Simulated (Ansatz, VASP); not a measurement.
ZrB2 in VASP and in Ansatz

```
CELL_PARAMETERS angstrom
3.12351 0.01582 -0.00092
-1.54805 2.70091 -0.00302
-0.00102 -0.00447 3.48181
ATOMIC_POSITIONS crystal
Zr 0.99945 0.92717 0.04098
B 0.33974 0.71868 0.42506
B 0.66082 0.35415 0.53396
```

Change from the starting cell: all atoms moved at random, cell strained at random.

Alike in both runs: task single point; functional PBE; k mesh 14 × 14 × 10; occupations gaussian, width 0.1 eV; no spin polarisation.

|  | VASP | Ansatz |
| --- | --- | --- |
| version | VASP 6.6.1 | Ansatz 0.2.0 |
| potentials or method | VASP PAW PBE potentials, release 64 (Zr_sv, B), cutoff 520 eV | scalar-relativistic, plane waves, PAW |
| valence electrons in the cell | 18 | 18 |

|  | VASP | Ansatz | Ansatz less VASP |
| --- | --- | --- | --- |
| gap on the k mesh at the Fermi level (eV) | none | none | - |
| pressure (GPa) | 32.3 | 32.1 | -0.22 |
| traceless stress, the component that is largest in VASP (GPa) | 17.63 | 17.54 | -0.086 |
| rms of the force components (eV/Å) | 3.430 | 3.419 | -0.0113 |

Atom by atom the forces differ by 0.012 eV/Å (rms over components). A gap of «none» marks a metal or a gap that the smearing closes. Both programs put the cell under a high pressure, so it lies far from rest at this level.
